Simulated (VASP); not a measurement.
The system is BeS.

```
Be S
1.0
     1.73366   -4.93494    0.00000
     1.73366    4.93494    0.00000
     0.00000    0.00000    3.58055
Be S
2 2
Direct
  0.63176 0.36824 0.75000
  0.36824 0.63176 0.25000
  0.86129 0.13871 0.75000
  0.13871 0.86129 0.25000
```

| Item | Value |
| --- | --- |
| Program | VASP 6.6.1 |
| Task | relaxation of cell and atoms |
| Functional | PBE |
| Potentials or basis | VASP PAW PBE potentials, release 64 (Be, S) |
| Cutoff | 600 eV |
| k mesh | 6 × 6 × 6 |
| Occupations | gaussian, width 0.1 eV |
| Spin | no spin polarisation |

At the start: pressure -11.9 GPa; volume 15.32 Å³/atom.

Question: How do energy, volume and symmetry change on relaxing?

Answer: Over 32 steps the energy falls by 409.4 meV/atom and the volume is 16.39 Å³/atom (+7.0 %); space group Cmcm (No. 63, to 0.05 Å).

The path:
```csv
step,energy change (eV),largest force (eV/Å),pressure (GPa),volume (Å³)
1,0.0000,1.4012,-11.93,61.27
2,-0.6605,0.8138,2.66,51.65
3,-0.6629,0.7667,3.90,51.15
4,-0.8882,0.8850,4.62,51.48
5,-1.0803,0.8625,10.23,51.79
6,-1.1946,0.8232,7.01,53.61
7,-1.3004,0.7377,1.99,56.96
8,-1.3060,0.8560,0.90,57.80
9,-1.3934,0.7532,0.16,58.08
10,-1.5279,0.4583,-0.70,58.83
11,-1.5297,0.4014,-0.64,58.93
12,-1.5499,0.2685,0.32,58.71
13,-1.5544,0.1635,1.09,58.55
14,-1.5707,0.1738,0.65,59.05
15,-1.5842,0.2218,-0.30,60.27
16,-1.5952,0.2467,-0.23,60.59
17,-1.6094,0.3161,0.00,61.33
18,-1.6103,0.3393,0.08,61.54
19,-1.6181,0.1738,0.45,61.68
20,-1.6197,0.0866,0.74,61.77
21,-1.6230,0.0614,0.26,62.34
22,-1.6248,0.0752,-0.55,63.36
23,-1.6273,0.0602,-0.46,63.55
24,-1.6312,0.0820,-0.15,64.12
25,-1.6315,0.1047,-0.04,64.30
26,-1.6329,0.0893,0.14,64.33
27,-1.6334,0.0731,0.33,64.37
28,-1.6344,0.0623,0.23,64.57
29,-1.6364,0.0557,-0.06,65.18
30,-1.6348,0.1756,-0.59,66.40
31,-1.6368,0.0878,-0.21,65.52
32,-1.6376,0.0373,0.14,65.57
```

Final structure:
```
Be S
1.0
     1.58705   -6.51346    0.00000
     1.58705    6.51346    0.00000
     0.00000    0.00000    3.17176
Be S
2 2
Direct
  0.68973 0.31027 0.75000
  0.31027 0.68973 0.25000
  0.85041 0.14959 0.75000
  0.14959 0.85041 0.25000
```
